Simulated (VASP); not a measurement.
## BP: single point with PBE

The system is BP.

```
B P
1.0
     0.00000    2.24132    2.24132
     2.24132    0.00000    2.24132
     2.24132    2.24132    0.00000
B P
1 1
Direct
  0.00000 0.00000 0.00000
  0.75000 0.75000 0.75000
```

This cell differs from its parent crystal: strained.

* Program: VASP 6.6.1
* Task: single point
* Functional: PBE
* Potentials or basis: VASP PAW PBE potentials, release 64 (B, P)
* Cutoff: 520 eV
* k mesh: 10 × 10 × 10
* Occupations: gaussian, width 0.02 eV
* Spin: no spin polarisation

The pressure is 7.4 GPa and the band gap on the k mesh is 1.19 eV, indirect (least direct gap 3.46 eV).

Levels at points of the mesh, in eV from the valence-band top:
| k point | band 1 | band 2 | band 3 | band 4 | band 5 | band 6 | band 7 | band 8 | band 9 |
| --- | --- | --- | --- | --- | --- | --- | --- | --- | --- |
| (0.00, 0.00, 0.00) | -15.79 | 0.00 | 0.00 | 0.00 | 3.46 | 3.46 | 3.46 | 7.94 | 11.77 |
| (0.50, 0.00, 0.00) | -12.33 | -9.30 | -1.80 | -1.80 | 4.00 | 4.74 | 4.74 | 10.25 | 14.87 |
| (0.50, 0.50, 0.00) | -10.74 | -8.77 | -4.25 | -4.25 | 1.26 | 1.62 | 12.47 | 12.47 | 15.68 |

Wall time 13 s on 1 thread of AMD EPYC 7R43 64-Core Processor (Zen 3), with other jobs on the host, peak memory 0.1 GiB.

Caveat: the cell differs from its parent crystal (strained). A k mesh can miss the band edges.
